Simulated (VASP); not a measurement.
# SiC (F-43m) in VASP: a series of runs

Runs on SiC. Level: PBEsol. Tasks: single point.

Everything below comes from runs of VASP 6.6.1. Logs are shortened: lines on timing, memory, paths and dates and some standing lists are left out, and cuts for length are marked.

### Step 1. The cell of the first run

The structure is cubic, space group F-43m (No. 216). The conventional cell has a = 4.175 Å, b = 4.175 Å, c = 4.175 Å, α = 90.00°, β = 90.00°, γ = 90.00°. Within 2.4 Å of Si (site symmetry -43m) lie 4 C at 1.81 Å. Within 2.4 Å of C (site symmetry -43m) lie 4 Si at 1.81 Å.

### Step 2. Single point, PBEsol

File INCAR:

```
SYSTEM = SiC
  PREC = Accurate
  ENCUT = 520
  EDIFF = 1E-7
  ISMEAR = 0
  SIGMA = 0.05
  LREAL = .FALSE.
  LASPH = .TRUE.
  NELM = 60
  ALGO = Normal
  ISIF = 2
  LWAVE = .FALSE.
  LCHARG = .FALSE.
  GGA = PS
  NBANDS = 11
```

File KPOINTS:

```
Automatic mesh
0
G
  12 12 12
  0 0 0
```

File POSCAR:

```
SiC
1.0
    0.0000000000      2.0875300293      2.0875300293
    2.0875300293      0.0000000000      2.0875300293
    2.0875300293      2.0875300293      0.0000000000
Si C
1 1
Direct
    0.0000000000      0.0000000000      0.0000000000
    0.7500000000      0.7500000000      0.7500000000
```

Potentials or basis: VASP PAW PBE potentials, release 64 (Si, C).

The run is started by

```sh
$ cat potpaw_PBE.64/Si/POTCAR potpaw_PBE.64/C/POTCAR > POTCAR
$ mpirun -np 1 vasp_std > vasp.out
```

OUTCAR:

```text
SYSTEM = SiC
   PREC = Accurate
   ENCUT = 520
   EDIFF = 1E-7
   ISMEAR = 0
   LREAL = .FALSE.
   LASPH = .TRUE.
   NELM = 60
   ISIF = 2
   GGA = PS

 ion  position               nearest neighbor table
   1  0.000  0.000  0.000-   2 1.81   2 1.81   2 1.81   2 1.81
   2  0.750  0.750  0.750-   1 1.81   1 1.81   1 1.81   1 1.81

  LATTYP: Found a face centered cubic cell.
 ALAT       =     4.1750600586

  Lattice vectors:

 A1 = (   0.0000000000,   2.0875300293,   2.0875300293)
 A2 = (   2.0875300293,   0.0000000000,   2.0875300293)
 A3 = (   2.0875300293,   2.0875300293,   0.0000000000)

Analysis of symmetry for initial positions (statically):
=====================================================================
 Subroutine PRICEL returns:
 Original cell was already a primitive cell.

 Routine SETGRP: Setting up the symmetry group for a
 face centered cubic supercell.

 Subroutine GETGRP returns: Found 24 space group operations
 (whereof 24 operations were pure point group operations)
 out of a pool of 48 trial point group operations.

The static configuration has the point symmetry T_d .

Analysis of symmetry for dynamics (positions and initial velocities):
=====================================================================
 Subroutine PRICEL returns:
 Original cell was already a primitive cell.

 Routine SETGRP: Setting up the symmetry group for a
 face centered cubic supercell.

 Subroutine GETGRP returns: Found 24 space group operations
 (whereof 24 operations were pure point group operations)
 out of a pool of 48 trial point group operations.

The dynamic configuration has the point symmetry T_d .

 Subroutine INISYM returns: Found 24 space group operations
 (whereof 24 operations are pure point group operations),
 and found     1 'primitive' translations

----------------------------------------------------------------------------------------

                                     Primitive cell

  volume of cell :      18.1940

  direct lattice vectors                    reciprocal lattice vectors
     0.000000000  2.087530029  2.087530029    -0.239517513  0.239517513  0.239517513
     2.087530029  0.000000000  2.087530029     0.239517513 -0.239517513  0.239517513
     2.087530029  2.087530029  0.000000000     0.239517513  0.239517513 -0.239517513

  length of vectors
     2.952213279  2.952213279  2.952213279     0.414856501  0.414856501  0.414856501

  position of ions in fractional coordinates (direct lattice)
     0.000000000  0.000000000  0.000000000
     0.750000000  0.750000000  0.750000000

  ion indices of the primitive-cell ions
   primitive index   ion index
                 1           1
[... 79 lines left out ...]
   ISIF   =      2    stress and relaxation
   ISYM   =      2    0-nonsym 1-usesym 2-fastsym
   POTIM  = 0.5000    time-step for ionic-motion
   TEBEG  =    0.0;   TEEND  =   0.0 temperature during run
   PSTRESS=    0.0 pullay stress
   NELECT =       8.0000    total number of electrons
   NUPDOWN=      -1.0000    fix difference up-down
   EMIN   =  10.00;   EMAX   =-10.00  energy-range for DOS
   EFERMI =   0.00;   METHOD = LEGACY
   ISMEAR =     0;   SIGMA  =   0.05  broadening in eV -4-tet -1-fermi 0-gaus
   EFERMI_NEDOS =   21; number of points for ismear=-14 and -15
   IALGO  =     38    algorithm
   IMIX   =      4    mixing-type and parameters
     AMIX     =   0.40;   BMIX     =  1.00
     AMIX_MAG =   1.60;   BMIX_MAG =  1.00
  volume/ion in A,a.u.               =       9.10        61.39
  Fermi-wavevector in a.u.,A,eV,Ry     =   1.244884  2.352489 21.085429  1.549735
  Thomas-Fermi vector in A             =   2.379131
   LORBIT       =      0    0 simple, 1 ext, 2 COOP (PROOUT), +10 PAW based schemes
   GGA     = PS    functional components
   LHFCALC =     F    Hartree Fock is set to
   AEXX    =    0.0000 exact exchange contribution
   IVDW    =     0    specifies the selected vdW correction
   LEPSILON=     F    determine dielectric tensor
   LRPA    =     F    only Hartree local field effects (RPA)
 non-spin polarized calculation
 Gauss-broadening in eV      SIGMA  =   0.05
  energy-cutoff  :      520.00
  volume of cell :       18.19
 maximum number of plane-waves:       531
 NGX is ok and might be reduce to    24
   NGX = 11   NGY = 11   NGZ = 11

 number of electron       8.0000000 magnetization

 Free energy of the ion-electron system (eV)
  ---------------------------------------------------
  ext. energy  EPLUGINS =         0.00000000
  ---------------------------------------------------
  free energy    TOTEN  =       -15.65525659 eV

  energy without entropy =      -15.65525659  energy(sigma->0) =      -15.65525659

 E-fermi :   9.7600     XC(G=0): -12.0680

 val. band max:        9.5665938917   @ k =   0.0000   0.0000   0.0000
 cond. band min:      10.6729829047   @ k =   0.5000   0.5000   0.0000
 fundamental gap:      1.1063890130
 Fermi energy:         9.7599834628

 k-point     1 :       0.0000    0.0000    0.0000
  band No.  band energies     occupation
      1      -6.9055      2.00000
      2       9.5666      2.00000
      3       9.5666      2.00000
      4       9.5666      2.00000
      5      17.2706      0.00000
      6      17.7564      0.00000
      7      17.7564      0.00000
      8      17.7564      0.00000
      9      24.8091      0.00000
     10      24.8091      0.00000
     11      27.7568      0.00000
[... 309 lines left out ...]
 k-point    24 :      -0.4167    0.1667    0.0000
  band No.  band energies     occupation
      1      -2.4487      2.00000
      2       0.8472      2.00000
      3       6.3004      2.00000
      4       7.9725      2.00000
      5      15.0008      0.00000
      6      18.2860      0.00000
      7      18.7115      0.00000
      8      21.9444      0.00000
      9      25.4434      0.00000
     10      26.0554      0.00000
     11      29.1440      0.00000

 [... further k-points ...]
[... 5 lines left out ...]
  --------------------------------------------------------------------------------------
  -------------------------------------------------------------------------------------
  Total        4.1623894      4.1623894      4.1623894      0.0000000      0.0000000     -0.0000000
  in kB      366.5431463    366.5431463    366.5431463      0.0000000      0.0000000     -0.0000000
  external PRESSURE =     366.5431463 kB  Pullay stress =       0.0000000 kB

 VOLUME and BASIS-vectors are now :
 -----------------------------------------------------------------------------
  energy-cutoff  :      520.00
  volume of cell :       18.19
      direct lattice vectors                 reciprocal lattice vectors
     0.000000000  2.087530029  2.087530029    -0.239517513  0.239517513  0.239517513
     2.087530029  0.000000000  2.087530029     0.239517513 -0.239517513  0.239517513
     2.087530029  2.087530029  0.000000000     0.239517513  0.239517513 -0.239517513

 POSITION                                       TOTAL-FORCE (eV/Angst)
 -----------------------------------------------------------------------------------
      0.00000      0.00000      0.00000         0.000000      0.000000      0.000000
      3.13130      3.13130      3.13130        -0.000000     -0.000000     -0.000000
 -----------------------------------------------------------------------------------
    total drift:                               -0.000000     -0.000000     -0.000000

  FREE ENERGIE OF THE ION-ELECTRON SYSTEM (eV)
  ---------------------------------------------------
  free  energy   TOTEN  =       -15.6552565885 eV

  energy  without entropy=      -15.6552565885  energy(sigma->0) =      -15.65525659
```

Run time: 9 s. Hardware: 1 thread of AMD EPYC 9R45 (Zen 5), shared host; peak memory 0.11 GiB.

What came out:

| Property | Result |
| --- | --- |
| Free energy | -15.6553 eV |
| Pressure | 36.7 GPa |
| Band gap on the k mesh | 1.11 eV, indirect (least direct gap 4.56 eV) |

Caveat: the PAW data sets were made with another functional, which shifts forces and pressure a little. PBEsol gaps usually lie below the measured ones, often by a third to a half.

### Step 3. Single point, PBEsol

This run uses another cell than the first one, of 9.72 Å³/atom, 1.068 times its volume.

File INCAR:

```
SYSTEM = SiC
PREC = Accurate
ENCUT = 520
EDIFF = 1E-6
ISMEAR = 0
SIGMA = 0.05
LREAL = .False.
LASPH = .True.
NELM = 100
ALGO = Normal
ISIF = 2
LWAVE = .False.
LCHARG = .False.
GGA = PS
NBANDS = 11
```

File KPOINTS:

```
regular mesh
0
Gamma
  12 12 12
  0 0 0
```

File POSCAR:

```
SiC
1.0
    0.0000000000      2.1339163988      2.1339163988
    2.1339163988      0.0000000000      2.1339163988
    2.1339163988      2.1339163988      0.0000000000
Si C
1 1
Direct
    0.0000000000      0.0000000000      0.0000000000
    0.7500000000      0.7500000000      0.7500000000
```

Potentials or basis: VASP PAW PBE potentials, release 64 (Si, C).

The run is started by

```sh
$ cat potpaw_PBE.64/Si/POTCAR potpaw_PBE.64/C/POTCAR > POTCAR
$ mpirun -np 1 vasp_std > vasp.out
```

It took 8 s on 1 thread of AMD EPYC 9R45 (Zen 5), shared host; peak memory 0.11 GiB.

Results (log left out):

```
Free energy            : -15.8549 eV
Pressure               : 15.9 GPa
Band gap on the k mesh : 1.17 eV, indirect (least direct gap 4.51 eV)
```

Levels at points of the mesh, in eV from the valence-band top:
```csv
k point,band 2,band 3,band 4,band 5,band 6,band 7
"(0.00, 0.00, 0.00)",0.00,0.00,0.00,6.92,7.69,7.69
"(0.50, 0.00, 0.00)",-8.95,-1.07,-1.07,5.95,7.40,7.40
"(0.50, 0.50, 0.00)",-8.04,-3.33,-3.33,1.17,4.42,14.69
```

Caveat: the PAW data sets were made with another functional, which shifts forces and pressure a little. A k mesh can miss the band edges.

### Step 4. Single point, PBEsol

This run uses another cell than the first one, of 9.41 Å³/atom, 1.034 times its volume.

File INCAR:

```
SYSTEM = SiC
PREC = Accurate
ENCUT = 520
EDIFF = 1E-6
ISMEAR = 0
SIGMA = 0.05
LREAL = .FALSE.
LASPH = .TRUE.
NELM = 80
ALGO = Normal
ISIF = 2
LWAVE = .FALSE.
LCHARG = .FALSE.
GGA = PS
NBANDS = 11
```

File KPOINTS:

```
regular mesh
0
G
  12 12 12
  0 0 0
```

File POSCAR:

```
SiC
1.0
    0.0000000000      2.1109780361      2.1109780361
    2.1109780361      0.0000000000      2.1109780361
    2.1109780361      2.1109780361      0.0000000000
Si C
1 1
Direct
    0.0000000000      0.0000000000      0.0000000000
    0.7500000000      0.7500000000      0.7500000000
```

The run is started by

```sh
$ cat potpaw_PBE.64/Si/POTCAR potpaw_PBE.64/C/POTCAR > POTCAR
$ mpirun -np 1 vasp_std > vasp.out
```

It took 7.9 s on 1 thread of AMD EPYC 9R45 (Zen 5), shared host; peak memory 0.11 GiB.

It converged, with:

* Free energy: -15.7752 eV
* Pressure: 25.5 GPa
* Band gap on the k mesh: 1.14 eV, indirect (least direct gap 4.53 eV)

Levels at points of the mesh, in eV from the valence-band top:
```
           k point  band 1  band 2  band 3  band 4  band 5  band 6  band 7  band 8
(0.00, 0.00, 0.00)  -16.19    0.00    0.00    0.00    7.30    7.93    7.93    7.93
(0.50, 0.00, 0.00)  -12.22   -9.14   -1.07   -1.07    6.26    7.53    7.53   10.44
(0.50, 0.50, 0.00)  -10.66   -8.15   -3.39   -3.39    1.14    4.54   15.08   15.08
```

Caveat: the PAW data sets were made with another functional, which shifts forces and pressure a little.

### Step 5. Single point, PBEsol

This run uses another cell than the first one, of 10.03 Å³/atom, 1.102 times its volume.

File INCAR:

```
SYSTEM = SiC
PREC     = Accurate       ! precision mode
ENCUT    = 520            ! plane-wave cutoff, eV
EDIFF    = 1E-7           ! SCF threshold, eV
ISMEAR   = 0              ! smearing method
SIGMA    = 0.05           ! smearing width, eV
LREAL    = .False.        ! projectors in reciprocal space
LASPH    = .True.         ! aspherical terms in the spheres
NELM     = 100            ! most SCF steps
ALGO     = Normal         ! electronic algorithm
ISIF     = 2              ! what is computed and relaxed
LWAVE    = .False.        ! write WAVECAR
LCHARG   = .False.        ! write CHGCAR
GGA      = PS             ! functional
NBANDS   = 11             ! bands
```

File KPOINTS:

```
Automatic mesh
0
Gamma
  12 12 12
  0 0 0
```

File POSCAR:

```
SiC
1.0
    0.0000000000      2.1563719388      2.1563719388
    2.1563719388      0.0000000000      2.1563719388
    2.1563719388      2.1563719388      0.0000000000
Si C
1 1
Direct
    0.0000000000      0.0000000000      0.0000000000
    0.7500000000      0.7500000000      0.7500000000
```

The run is started by

```sh
$ cat potpaw_PBE.64/Si/POTCAR potpaw_PBE.64/C/POTCAR > POTCAR
$ mpirun -np 1 vasp_std > vasp.out
```

Run time: 9 s. Hardware: 1 thread of AMD EPYC 9R45 (Zen 5), shared host; peak memory 0.11 GiB.

Results (log left out):

```
Free energy            : -15.9000 eV
Pressure               : 7.5 GPa
Band gap on the k mesh : 1.20 eV, indirect (least direct gap 4.48 eV)
```

Levels at points of the mesh, in eV from the valence-band top:
| k point | band 1 | band 2 | band 3 | band 4 | band 5 | band 6 | band 7 | band 8 | band 9 |
| --- | --- | --- | --- | --- | --- | --- | --- | --- | --- |
| (0.00, 0.00, 0.00) | -15.67 | 0.00 | 0.00 | 0.00 | 6.55 | 7.46 | 7.46 | 7.46 | 14.64 |
| (0.50, 0.00, 0.00) | -11.95 | -8.77 | -1.06 | -1.06 | 5.66 | 7.27 | 7.27 | 10.09 | 16.40 |
| (0.50, 0.50, 0.00) | -10.45 | -7.94 | -3.27 | -3.27 | 1.20 | 4.31 | 14.32 | 14.32 | 15.11 |

Caveat: the PAW data sets were made with another functional, which shifts forces and pressure a little. A k mesh can miss the band edges.

### Step 6. Single point, PBEsol

This run uses another cell than the first one, of 10.65 Å³/atom, 1.170 times its volume.

File INCAR:

```
SYSTEM = SiC
PREC = Accurate
ENCUT = 520
EDIFF = 1E-6
ISMEAR = 0
SIGMA = 0.05
LREAL = .FALSE.
LASPH = .TRUE.
NELM = 60
ALGO = Normal
ISIF = 2
LWAVE = .FALSE.
LCHARG = .FALSE.
GGA = PS
NBANDS = 11
```

File KPOINTS:

```
Automatic mesh
0
G
  12 12 12
  0 0 0
```

File POSCAR:

```
SiC
1.0
    0.0000000000      2.1999311273      2.1999311273
    2.1999311273      0.0000000000      2.1999311273
    2.1999311273      2.1999311273      0.0000000000
Si C
1 1
Direct
    0.0000000000      0.0000000000      0.0000000000
    0.7500000000      0.7500000000      0.7500000000
```

Potentials or basis: VASP PAW PBE potentials, release 64 (Si, C).

The run is started by

```sh
$ cat potpaw_PBE.64/Si/POTCAR potpaw_PBE.64/C/POTCAR > POTCAR
$ mpirun -np 1 vasp_std > vasp.out
```

Run time: 8.5 s. Hardware: 1 thread of AMD EPYC 9R45 (Zen 5), shared host; peak memory 0.11 GiB.

The run converged. Its results:

* Free energy: -15.9044 eV
* Pressure: -5.8 GPa
* Band gap on the k mesh: 1.26 eV, indirect (least direct gap 4.41 eV)

Levels at points of the mesh, in eV from the valence-band top:
```tsv
k point	band 2	band 3	band 4	band 5	band 6	band 7
(0.00, 0.00, 0.00)	0.00	0.00	0.00	5.86	7.05	7.05
(0.50, 0.00, 0.00)	-8.44	-1.05	-1.05	5.12	7.03	7.03
(0.50, 0.50, 0.00)	-7.74	-3.15	-3.15	1.26	4.10	13.62
```

Caveat: the PAW data sets were made with another functional, which shifts forces and pressure a little. A k mesh can miss the band edges.

### Step 7. Overview

| cell | gap on the mesh (eV) | pressure (GPa) |
| --- | --- | --- |
| a = 2.952 Å, angles 60.0°, 2 atoms | 1.11 | 36.7 |
| a = 3.018 Å, angles 60.0°, 2 atoms | 1.17 | 15.9 |
| a = 2.985 Å, angles 60.0°, 2 atoms | 1.14 | 25.5 |
| a = 3.050 Å, angles 60.0°, 2 atoms | 1.20 | 7.5 |
| a = 3.111 Å, angles 60.0°, 2 atoms | 1.26 | -5.8 |

Alike in all rows: task single point; level PBEsol; potentials or basis VASP PAW PBE potentials, release 64 (Si, C); no spin polarisation; k mesh 12 × 12 × 12; cutoff (eV) 520; smearing gaussian 0.05 eV.

Caveats: the PAW data sets were made with another functional, which shifts forces and pressure a little.

Total energies depend on the potentials used, so only differences within one code and one set of settings carry meaning.
